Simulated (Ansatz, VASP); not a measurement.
# Y in VASP and in Ansatz

```
CELL_PARAMETERS angstrom
0.00000 2.48500 2.39181
2.48500 0.00000 2.39181
2.48500 2.48500 0.00000
ATOMIC_POSITIONS crystal
Y 0.00000 0.00000 0.00000
```

Change from the starting cell: strain -0.0375 x Voigt [0, 0, 1, 0, 0, 0], atoms carried along.

Alike in both runs: task single point; functional r2SCAN; k mesh 16 × 16 × 16; occupations gaussian, width 0.15 eV; no spin polarisation.

```csv
,VASP,Ansatz
version,VASP 6.6.1,Ansatz 0.2.0
potentials or method,"VASP PAW PBE potentials, release 64 (Y_sv), cutoff 520 eV","scalar-relativistic, plane waves, PAW"
valence electrons in the cell,11,11
```

|  | VASP | Ansatz | Ansatz less VASP |
| --- | --- | --- | --- |
| gap on the k mesh at the Fermi level (eV) | none | none | - |
| pressure (GPa) | 5.3 | 5.2 | -0.05 |
| traceless stress, the component that is largest in VASP (GPa) | 0.42 | 0.43 | +0.007 |

VASP's potentials were made for PBE, not for r2SCAN. A gap of «none» marks a metal or a gap that the smearing closes. With one functional, cell and mesh, what is left measures potentials, basis and numerics.
